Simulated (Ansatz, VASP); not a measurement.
**AlN in VASP and in Ansatz**

```xyz
4
Lattice="3.0646 0.0000 0.0000 -1.5323 2.6540 0.0000 0.0000 0.0000 4.9109" Properties=species:S:1:pos:R:3 pbc="T T T"
Al    0.0000    1.7693   -0.0046
Al    1.5323    0.8847    2.4508
N     0.0000    1.7693    1.8707
N     1.5323    0.8847    4.3262
```

Alike in both runs: functional r2SCAN; k mesh 12 × 12 × 6; occupations fermi-dirac, width 0.02 eV; no spin polarisation.

Ansatz relaxed the structure, and its values are those at the end. VASP's run is a single point on that final structure, the one shown.

|  | VASP | Ansatz |
| --- | --- | --- |
| version | VASP 6.6.1 | Ansatz 0.2.0 |
| potentials or method | VASP PAW PBE potentials, release 64 (Al, N), cutoff 660 eV | PAW plane waves |
| valence electrons in the cell | 16 | 16 |

```tsv
	VASP	Ansatz	Ansatz less VASP
gap on the k mesh at the Fermi level (eV)	5.30	5.25	-0.051
pressure (GPa)	9.0	9.3	+0.28
```

VASP's potentials were made for PBE, not for r2SCAN. With one functional, cell and mesh, what is left measures potentials, basis and numerics. Ansatz's warnings: stress scf threshold loose.
